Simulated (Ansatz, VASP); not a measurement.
Te in VASP and in Ansatz

The input INCAR:

```
PREC = Accurate
ENCUT = 520
EDIFF = 1E-6
ISMEAR = -1
SIGMA = 0.05
LREAL = F
LASPH = T
NELM = 60
ALGO = Normal
ISIF = 2
LWAVE = F
LCHARG = F
GGA = RP
NBANDS = 16
```

Contents of KPOINTS:

```
Automatic mesh
0
Gamma
  6 6 4
```

Contents of POSCAR:

```
Te
1.0
    4.4540000000      0.0000000000      0.0000000000
   -2.2270000000      3.8572800000      0.0000000000
    0.0000000000      0.0000000000      5.9240000000
Te
3
Direct
    0.2690000000      0.0000000000      0.3333333333
    0.0000000000      0.2690000000      0.6666666667
    0.7310000000      0.7310000000      0.0000000000
```

Input for Ansatz:

```yaml
crystal:
  lattice:
    - [4.454, 0.0, 0.0]
    - [-2.227, 3.85728, 0.0]
    - [0.0, 0.0, 5.924]
  atoms:
    - { symbol: Te, position: [0.269, 0.0, 0.3333333333333333] }
    - { symbol: Te, position: [-1.5101021053582774e-17, 0.269, 0.6666666666666666] }
    - { symbol: Te, position: [0.731, 0.731, 0.0] }
kpoints:
  mp_grid:
    grid: [6, 6, 4]
hamiltonian:
  xc: rpbe
  pseudopotentials:
    kind: nc
scf:
  occupations:
    method: fermi_dirac
    width: 0.05
output:
  forces: true
  stress: true
```

Alike in both runs: task single point; functional RPBE; k mesh 6 × 6 × 4; occupations fermi-dirac, width 0.05 eV; no spin polarisation.

```csv
,VASP,Ansatz
version,VASP 6.6.1,Ansatz 0.2.0
potentials or method,"VASP PAW PBE potentials, release 64 (Te)",plane waves
plane-wave cutoff (eV),520,1120
valence electrons in the cell,18,48
```

```csv
,VASP,Ansatz,Ansatz less VASP
pressure (GPa),2.8,2.8,+0.04
"traceless stress, the component that is largest in VASP (GPa)",0.27,0.26,-0.013
rms of the force components (eV/Å),0.083,0.077,-0.0059
```

VASP's potentials were made for PBE, not for RPBE. Atom by atom the forces differ by 0.006 eV/Å (rms over components). With one functional, cell and mesh, what is left measures potentials, basis and numerics. VASP's potentials hold 18 valence electrons a cell and Ansatz's 48, so a difference there can come from the potentials and not from the codes.

Spin-orbit coupling is off throughout.
